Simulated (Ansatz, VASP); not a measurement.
Ca2Sn2N in VASP and in Ansatz

```
Ca Sn N
1.0
    -3.39195    0.00223   -0.00431
    -0.00688    0.00071   -5.13722
     0.00904  -13.43246    0.00082
Ca Sn N
4 4 2
Direct
  0.00203 0.03949 0.61962
  0.00111 0.03953 0.11931
  0.99886 0.03938 0.88036
  0.99921 0.03887 0.38080
  0.49829 0.52885 0.99981
  0.49894 0.52868 0.49985
  0.50057 0.54758 0.75008
  0.49978 0.54719 0.25008
  0.50089 0.11411 0.50025
  0.50033 0.11424 0.99983
```

Change from the starting cell: cell x2, atoms moved at random (sigma 0.05 Å) and cell strained at random (1.5 %), then relaxed without symmetry.

Alike in both runs: functional PBE; k mesh 6 × 4 × 2; occupations gaussian, width 0.2 eV; no spin polarisation.

Ansatz relaxed the structure, and its values are those at the end. VASP's run is a single point on that final structure, the one shown.

|  | VASP | Ansatz |
| --- | --- | --- |
| version | VASP 6.6.1 | Ansatz 0.2.0 |
| potentials or method | VASP PAW PBE potentials, release 64 (Ca_sv, Sn_d, N), cutoff 520 eV | scalar-relativistic, plane waves, PAW |
| valence electrons in the cell | 106 | 106 |

```csv
,VASP,Ansatz,Ansatz less VASP
gap on the k mesh at the Fermi level (eV),none,none,-
pressure (GPa),0.1,0.0,-0.13
rms of the force components (eV/Å),0.013,0.008,-0.0048
```

A gap of «none» marks a metal or a gap that the smearing closes.
